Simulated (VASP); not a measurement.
# Ta (Fd-3m) in VASP: a series of runs

Runs on Ta. Level: PBE. Tasks: relaxation of cell and atoms.

Everything below comes from runs of VASP 6.6.1. Logs are shortened: lines on timing, memory, paths and dates and some standing lists are left out, and cuts for length are marked.

## (1) The cell of the first run

The structure is cubic, space group Fd-3m (No. 227). Conventional cell: a = 5.237 Å, b = 5.237 Å, c = 5.237 Å, α = 90.00°, β = 90.00°, γ = 90.00°. Within 3.0 Å of Ta (site symmetry -43m) lie 4 Ta at 2.27 Å.

This isn't the form of Ta at room conditions, which is bcc.

## (2) Relaxation of cell and atoms, PBE, target pressure 54 GPa, at which the enthalpy is minimised

File INCAR:

```
  ALGO = Normal
  EDIFF = 1E-6
  EDIFFG = -0.005
  ENCUT = 600
  GGA = PE
  IBRION = 2
  ISIF = 3
  ISMEAR = -1
  LASPH = T
  LCHARG = F
  LREAL = F
  LWAVE = F
  NELM = 80
  NSW = 60
  PREC = Accurate
  PSTRESS = 540.0
  SIGMA = 0.08
```

File KPOINTS:

```
k-points
0
Gamma
  13 13 13
```

File POSCAR:

```
Ta
1.0
    0.0000000000      2.6185550174      2.6185550174
    2.6185550174      0.0000000000      2.6185550174
    2.6185550174      2.6185550174      0.0000000000
Ta
2
Direct
   -0.1250000000     -0.1250000000     -0.1250000000
    0.1250000000      0.1250000000      0.1250000000
```

Potentials or basis: VASP PAW PBE potentials, release 64 (Ta_pv).

On the command line:

```
cat potpaw_PBE.64/Ta_pv/POTCAR > POTCAR
mpirun -np 1 vasp_std > vasp.out
```

OUTCAR:

```text
EDIFF = 1E-6
   EDIFFG = -0.005
   ENCUT = 600
   GGA = PE
   IBRION = 2
   ISIF = 3
   ISMEAR = -1
   LASPH = T
   LREAL = F
   NELM = 80
   NSW = 60
   PREC = Accurate
   PSTRESS = 540.0

 ion  position               nearest neighbor table
   1  0.875  0.875  0.875-   2 2.27   2 2.27   2 2.27   2 2.27
   2  0.125  0.125  0.125-   1 2.27   1 2.27   1 2.27   1 2.27

  LATTYP: Found a face centered cubic cell.
 ALAT       =     5.2371100348

  Lattice vectors:

 A1 = (   0.0000000000,   2.6185550174,   2.6185550174)
 A2 = (   2.6185550174,   0.0000000000,   2.6185550174)
 A3 = (   2.6185550174,   2.6185550174,   0.0000000000)

Analysis of symmetry for initial positions (statically):
=====================================================================
 Subroutine PRICEL returns:
 Original cell was already a primitive cell.

 Routine SETGRP: Setting up the symmetry group for a
 face centered cubic supercell.

 Subroutine GETGRP returns: Found 48 space group operations
 (whereof 12 operations were pure point group operations)
 out of a pool of 48 trial point group operations.

The static configuration has the point symmetry D_3d.
 The point group associated with its full space group is O_h .

Analysis of symmetry for dynamics (positions and initial velocities):
=====================================================================
 Subroutine PRICEL returns:
 Original cell was already a primitive cell.

 Routine SETGRP: Setting up the symmetry group for a
 face centered cubic supercell.

 Subroutine GETGRP returns: Found 48 space group operations
 (whereof 12 operations were pure point group operations)
 out of a pool of 48 trial point group operations.

The dynamic configuration has the point symmetry D_3d.
 The point group associated with its full space group is O_h .

 Subroutine INISYM returns: Found 48 space group operations
 (whereof 12 operations are pure point group operations),
 and found     1 'primitive' translations

----------------------------------------------------------------------------------------

                                     Primitive cell

  volume of cell :      35.9100

  direct lattice vectors                    reciprocal lattice vectors
     0.000000000  2.618555017  2.618555017    -0.190945005  0.190945005  0.190945005
     2.618555017  0.000000000  2.618555017     0.190945005 -0.190945005  0.190945005
     2.618555017  2.618555017  0.000000000     0.190945005  0.190945005 -0.190945005

  length of vectors
     3.703196019  3.703196019  3.703196019     0.330726450  0.330726450  0.330726450

  position of ions in fractional coordinates (direct lattice)
     0.875000000  0.875000000  0.875000000
     0.125000000  0.125000000  0.125000000

  ion indices of the primitive-cell ions
   primitive index   ion index
                 1           1
                 2           2

----------------------------------------------------------------------------------------

 KPOINTS: k-points

Automatic generation of k-mesh.
 Grid dimensions read from file:
 generate k-points for:   13   13   13

 Generating k-lattice:

  Cartesian coordinates                     Fractional coordinates (reciprocal lattice)
    -0.014688077  0.014688077  0.014688077     0.076923077  0.000000000  0.000000000
     0.014688077 -0.014688077  0.014688077     0.000000000  0.076923077  0.000000000
     0.014688077  0.014688077 -0.014688077     0.000000000  0.000000000  0.076923077

  Length of vectors
     0.025440496  0.025440496  0.025440496

  Shift w.r.t. Gamma in fractional coordinates (k-lattice)
     0.000000000  0.000000000  0.000000000

 Subroutine IBZKPT returns following result:
 ===========================================

 Found     84 irreducible k-points:

 Following reciprocal coordinates:
            Coordinates               Weight
  0.000000  0.000000  0.000000      1.000000
  0.076923  0.000000  0.000000      8.000000
  0.153846  0.000000  0.000000      8.000000
  0.230769  0.000000  0.000000      8.000000
  0.307692  0.000000  0.000000      8.000000
  0.384615  0.000000  0.000000      8.000000
[... 16 lines left out ...]
  0.384615  0.153846  0.000000     24.000000
  0.461538  0.153846  0.000000     24.000000
 [... further k-points ...]
   k-points           NKPTS =     84   k-points in BZ     NKDIM =     84   number of bands    NBANDS=     15
   number of dos      NEDOS =    301   number of ions     NIONS =      2
   total plane-waves  NPLWV =  27000
   dimension x,y,z NGX =    30 NGY =   30 NGZ =   30
   dimension x,y,z NGXF=    60 NGYF=   60 NGZF=   60
   ions per type =               2
   NGX,Y,Z   is equivalent  to a cutoff of  13.47, 13.47, 13.47 a.u.
   NGXF,Y,Z  is equivalent  to a cutoff of  26.94, 26.94, 26.94 a.u.
 SYSTEM =  unknown system
   PREC   = accura    normal or accurate (medium, high low for compatibility)
   ISTART =      0    job   : 0-new  1-cont  2-samecut
   ICHARG =      2    charge: 1-file 2-atom 10-const
   ISPIN  =      1    spin polarized calculation?
   LNONCOLLINEAR =      F non collinear calculations
   LSORBIT =      F    spin-orbit coupling
   LASPH  =      T    aspherical Exc in radial PAW
   ENCUT  =  600.0 eV  44.10 Ry    6.64 a.u.   7.40  7.40  7.40*2*pi/ulx,y,z
   NELM   =     80;   NELMIN=  2; NELMDL= -5     # of ELM steps
   EDIFF  = 0.1E-05   stopping-criterion for ELM
   LREAL  =      F    real-space projection
   EDIFFG = -.5E-02   stopping-criterion for IOM
   NSW    =     60    number of steps for IOM
   IBRION =      2    ionic relax: 0-MD 1-quasi-New 2-CG
   NFREE  =      1    steps in history (QN), initial steepest desc. (CG)
   ISIF   =      3    stress and relaxation
   ISYM   =      2    0-nonsym 1-usesym 2-fastsym
   POTIM  = 0.5000    time-step for ionic-motion
   TEBEG  =    0.0;   TEEND  =   0.0 temperature during run
   PSTRESS=  540.0 pullay stress
   NELECT =      22.0000    total number of electrons
   NUPDOWN=      -1.0000    fix difference up-down
   EMIN   =  10.00;   EMAX   =-10.00  energy-range for DOS
   EFERMI =   0.00;   METHOD = LEGACY
   ISMEAR =    -1;   SIGMA  =   0.08  broadening in eV -4-tet -1-fermi 0-gaus
   EFERMI_NEDOS =   21; number of points for ismear=-14 and -15
   IALGO  =     38    algorithm
   IMIX   =      4    mixing-type and parameters
     AMIX     =   0.40;   BMIX     =  1.00
     AMIX_MAG =   1.60;   BMIX_MAG =  1.00
  volume/ion in A,a.u.               =      17.95       121.17
  Fermi-wavevector in a.u.,A,eV,Ry     =   1.390414  2.627501 26.303465  1.933250
  Thomas-Fermi vector in A             =   2.514351
   LORBIT       =      0    0 simple, 1 ext, 2 COOP (PROOUT), +10 PAW based schemes
   GGA     = PE    functional components
   LHFCALC =     F    Hartree Fock is set to
   AEXX    =    0.0000 exact exchange contribution
   IVDW    =     0    specifies the selected vdW correction
   LEPSILON=     F    determine dielectric tensor
   LRPA    =     F    only Hartree local field effects (RPA)
 conjugate gradient relaxation of ions
 non-spin polarized calculation
  energy-cutoff  :      600.00
  volume of cell :       35.91
 maximum number of plane-waves:      1243
 NGX is ok and might be reduce to    30
   NGX = 15   NGY = 15   NGZ = 15

--------------------------------------- Ionic step        1  -------------------------------------------

 number of electron      21.9999998 magnetization

 Free energy of the ion-electron system (eV)
  ---------------------------------------------------
  ext. energy  EPLUGINS =         0.00000000
  ---------------------------------------------------
  free energy    TOTEN  =       -14.53422891 eV

  energy without entropy =      -14.49280292  energy(sigma->0) =      -14.51351592

------------------------ aborting loop because EDIFF is reached ----------------------------------------

  FORCE on cell =-STRESS in cart. coord.  units (eV):
  Direction    XX          YY          ZZ          XY          YZ          ZX
  --------------------------------------------------------------------------------------
  -------------------------------------------------------------------------------------
  Total       16.9226645     16.9226645     16.9226645     -0.0000000      0.0000000      0.0000000
  in kB      755.0300219    755.0300219    755.0300219     -0.0000000      0.0000000      0.0000000
  external PRESSURE =     215.0300219 kB  Pullay stress =     540.0000000 kB
[... 25 lines left out ...]
--------------------------------------- Ionic step        2  -------------------------------------------

 number of electron      22.0000005 magnetization

 E-fermi :   2.7955     XC(G=0): -10.5907

 val. band max:        2.7919493856   @ k =  -0.3846   0.0769   0.0000
 cond. band min:       2.7981641984   @ k =  -0.4615   0.4615   0.0769
 fundamental gap:      0.0062148128
 Fermi energy:         2.7955047730

 k-point     1 :       0.0000    0.0000    0.0000
  band No.  band energies     occupation
      1     -31.3595      2.00000
      2     -31.3595      2.00000
      3     -31.3595      2.00000
      4     -30.2390      2.00000
      5     -30.2390      2.00000
      6     -30.2390      2.00000
      7      -3.1628      2.00000
      8       1.4827      2.00000
      9       1.4827      2.00000
     10       2.4767      1.96350
     11       2.4767      1.96350
     12       2.4767      1.96350
     13       5.0432      0.00000
     14       5.0432      0.00000
[... 486 lines left out ...]
  energy  without entropy=      -15.7099181890  energy(sigma->0) =      -15.73889742

  enthalpy is  TOTEN    =        -2.6011125080 eV   P V=       13.1667641333

[... ionic steps 4 to 15 ...]

--------------------------------------- Ionic step       16  -------------------------------------------

 number of electron      22.0000006 magnetization

------------------------ aborting loop because EDIFF is reached ----------------------------------------
[... 71 lines left out ...]
--------------------------------------- Ionic step       18  -------------------------------------------

 number of electron      22.0000006 magnetization

 Free energy of the ion-electron system (eV)
  ---------------------------------------------------
  ext. energy  EPLUGINS =         0.00000000
  ---------------------------------------------------
  free energy    TOTEN  =       -15.63184111 eV

  energy without entropy =      -15.57617890  energy(sigma->0) =      -15.60401000

 E-fermi :   4.7924     XC(G=0): -11.8178

 val. band max:        4.7913997404   @ k =   0.4615   0.3077   0.0000
 cond. band min:       4.7966390280   @ k =   0.3846   0.2308   0.0000
 fundamental gap:      0.0052392876
 Fermi energy:         4.7923589615

 k-point     1 :       0.0000    0.0000    0.0000
  band No.  band energies     occupation
      1     -29.9321      2.00000
      2     -29.9321      2.00000
      3     -29.9321      2.00000
      4     -27.8636      2.00000
      5     -27.8636      2.00000
      6     -27.8636      2.00000
      7      -2.1026      2.00000
      8       2.3591      2.00000
      9       2.3591      2.00000
     10       4.2593      1.99745
     11       4.2593      1.99745
     12       4.2593      1.99745
     13       7.5463      0.00000
     14       7.5463      0.00000
[... 448 lines left out ...]
  energy  without entropy=      -15.5761789019  energy(sigma->0) =      -15.60401000

  enthalpy is  TOTEN    =        -2.6044588839 eV   P V=       13.0273822228

 reached required accuracy - stopping structural energy minimisation
```

Run time: 9.9 min. Hardware: 1 thread of Intel Xeon 8259CL, shared host; peak memory 0.21 GiB.

What came out:

```
Free energy                                                : -15.6318 eV
Relaxed volume                                             : 19.33 Å³/atom
Relaxed cell                                               : a = 3.795 Å, b = 3.795 Å, c = 3.795 Å, α = 60.00°, β = 60.00°, γ = 60.00°
Space group after relaxing (to 0.1 Å)                      : Fd-3m (No. 227)
Energy change on relaxing (the run minimises the enthalpy) : -548.8 meV/atom
Ionic steps                                                : 18
Pressure after relaxing                                    : 54.0 GPa
Band gap on the k mesh                                     : zero (bands 11 and 12 overlap by 1.42 eV)
```

The path:
| step | energy change (eV) | largest force (eV/Å) | pressure (GPa) | volume (Å³) |
| --- | --- | --- | --- | --- |
| 1 | 0.0000 | 0.0000 | 75.50 | 35.91 |
| 2 | -3.1351 | 0.0000 | 11.44 | 49.95 |
| 3 | -1.2336 | 0.0000 | 51.41 | 39.07 |
| 4 | -1.1107 | 0.0000 | 53.77 | 38.69 |
| 5 | -1.0915 | 0.0000 | 54.13 | 38.63 |
| 6 | -1.0917 | 0.0000 | 54.14 | 38.63 |
| 7 | -1.0922 | 0.0000 | 54.15 | 38.64 |
| 8 | -1.0922 | 0.0000 | 54.13 | 38.64 |
| 9 | -1.0922 | 0.0000 | 54.13 | 38.64 |
| 10 | -1.0922 | 0.0000 | 54.13 | 38.64 |
| 11 | -1.0923 | 0.0000 | 54.13 | 38.64 |
| 12 | -1.0923 | 0.0000 | 54.13 | 38.64 |
| 13 | -1.0924 | 0.0000 | 54.13 | 38.64 |
| 14 | -1.0926 | 0.0000 | 54.13 | 38.64 |
| 15 | -1.0929 | 0.0000 | 54.13 | 38.64 |
| 16 | -1.0936 | 0.0000 | 54.13 | 38.64 |
| 17 | -1.0949 | 0.0000 | 54.08 | 38.64 |
| 18 | -1.0976 | 0.0000 | 54.03 | 38.65 |

Final structure:
```
Ta
1.0
     0.00000    2.68358    2.68358
     2.68358    0.00000    2.68358
     2.68358    2.68358    0.00000
Ta
2
Direct
  0.87500 0.87500 0.87500
  0.12500 0.12500 0.12500
```

Caveat: the cell is relaxed towards a set pressure, so the run minimises the enthalpy, not the energy; spin-orbit coupling is left out, which moves the levels of the heavy elements.

## (3) Relaxation of cell and atoms, PBE, target pressure 54 GPa, at which the enthalpy is minimised

This run uses another cell than the first one, of 19.22 Å³/atom.

File INCAR:

```
ALGO = Normal
EDIFF = 1E-7
EDIFFG = -0.005
ENCUT = 600
GGA = PE
IBRION = 2
ISIF = 3
ISMEAR = -1
LASPH = T
LCHARG = F
LREAL = F
LWAVE = F
NELM = 60
NSW = 32
PREC = Accurate
PSTRESS = 540.0
SIGMA = 0.08
```

KPOINTS is that of step 2.

File POSCAR:

```
Ta
1.0
    0.0000000000      2.6788786074      2.6788786074
    2.6788786074      0.0000000000      2.6788786074
    2.6788786074      2.6788786074      0.0000000000
Ta
2
Direct
   -0.1250000000     -0.1250000000     -0.1250000000
    0.1250000000      0.1250000000      0.1250000000
```

Potentials or basis: VASP PAW PBE potentials, release 64 (Ta_pv).

On the command line:

```
cat potpaw_PBE.64/Ta_pv/POTCAR > POTCAR
mpirun -np 1 vasp_std > vasp.out
```

Wall time 3.7 min (1 thread of Intel Xeon 8259CL, shared host); peak memory 0.21 GiB.

The run converged. Its results:

```
Free energy                                                : -15.6340 eV
Relaxed volume                                             : 19.33 Å³/atom
Relaxed cell                                               : a = 3.795 Å, b = 3.795 Å, c = 3.795 Å, α = 60.00°, β = 60.00°, γ = 60.00°
Space group after relaxing (to 0.1 Å)                      : Fd-3m (No. 227)
Energy change on relaxing (the run minimises the enthalpy) : -35.5 meV/atom
Ionic steps                                                : 3
Pressure after relaxing                                    : 54.0 GPa
Band gap on the k mesh                                     : zero (bands 11 and 12 overlap by 1.42 eV)
```

The path:
| step | energy change (eV) | largest force (eV/Å) | pressure (GPa) | volume (Å³) |
| --- | --- | --- | --- | --- |
| 1 | 0.0000 | 0.0000 | 55.36 | 38.45 |
| 2 | -0.2993 | 0.0000 | 49.63 | 39.36 |
| 3 | -0.0710 | 0.0000 | 53.99 | 38.66 |

Final structure:
```cif
data_structure
_symmetry_space_group_name_H-M 'P 1'
_symmetry_Int_Tables_number 1
_cell_length_a 3.7953
_cell_length_b 3.7953
_cell_length_c 3.7953
_cell_angle_alpha 60.000
_cell_angle_beta 60.000
_cell_angle_gamma 60.000
_cell_volume 38.66
loop_
_atom_site_label
_atom_site_type_symbol
_atom_site_fract_x
_atom_site_fract_y
_atom_site_fract_z
_atom_site_occupancy
Ta1 Ta 0.87500 0.87500 0.87500 1
Ta2 Ta 0.12500 0.12500 0.12500 1
```

Levels at points of the mesh, in eV from the Fermi level:
```tsv
k point	band 7	band 8	band 9	band 10	band 11	band 12	band 13	band 14	band 15
(0.00, 0.00, 0.00)	-6.89	-2.43	-2.43	-0.53	-0.53	-0.53	2.75	2.75	2.75
```

Caveat: the cell is relaxed towards a set pressure, so the run minimises the enthalpy, not the energy; spin-orbit coupling is left out, which moves the levels of the heavy elements.
